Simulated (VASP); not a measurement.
# BN: single point with PBEsol

BN:

```
B N
1.0
     2.22836    0.00000    0.00000
    -1.11418    2.16833    0.00000
     0.00000    0.00000    6.26035
B N
2 2
Direct
  0.32184 0.64368 0.25000
  0.67816 0.35632 0.75000
  0.35585 0.71170 0.75000
  0.64415 0.28830 0.25000
```

This cell differs from its parent crystal: normal strain along x -0.1100, normal strain along z -0.1100.

```
Program             : VASP 6.6.1
Task                : single point
Functional          : PBEsol
Potentials or basis : VASP PAW PBE potentials, release 64 (B, N)
Cutoff              : 520 eV
k mesh              : 12 × 12 × 4
Occupations         : gaussian, width 0.05 eV
Spin                : no spin polarisation
```

The pressure is 58.8 GPa. The largest force is 0.027 eV/Å and the band gap on the k mesh is 3.49 eV (least direct gap 4.70 eV).

Forces in eV/Å, atoms in the order of the input:
```
B    0.000  0.027  0.000
B    0.000 -0.027  0.000
N    0.000  0.027  0.000
N    0.000 -0.027  0.000
```

Stress tensor (GPa, compression positive):
```
136.93   0.00   0.00
  0.00  36.39   0.00
  0.00   0.00   3.14
```

Levels at points of the mesh, in eV from the valence-band top:
```
           k point  band 5  band 6  band 7  band 8  band 9  band 10  band 11  band 12
(0.00, 0.00, 0.00)   -2.48   -2.41   -0.05   -0.01    5.00    11.02    11.19    11.77
(0.50, 0.00, 0.00)   -5.37   -5.28   -1.72   -0.36    4.34     6.34     9.93    10.17
(0.00, 0.50, 0.00)   -2.76   -2.68   -2.66   -1.47    3.49     5.06    11.17    12.40
(0.00, 0.00, 0.50)   -2.44   -2.44   -0.03   -0.03    7.89     7.89    11.55    11.55
(0.50, 0.00, 0.50)   -5.33   -5.33   -1.02   -1.02    5.04     5.04    10.22    10.22
(0.00, 0.50, 0.50)   -2.72   -2.72   -1.98   -1.98    3.85     3.85    13.30    13.30
```

Wall time 69 s on 1 thread of Intel Xeon 8259CL (shared host), peak memory 0.18 GiB.

Caveat: the cell differs from its parent crystal (normal strain along x -0.1100, normal strain along z -0.1100); the stress differs along the axes, from 3 to 137 GPa; the PAW data sets were made with another functional, which shifts forces and pressure a little. A k mesh can miss the band edges.
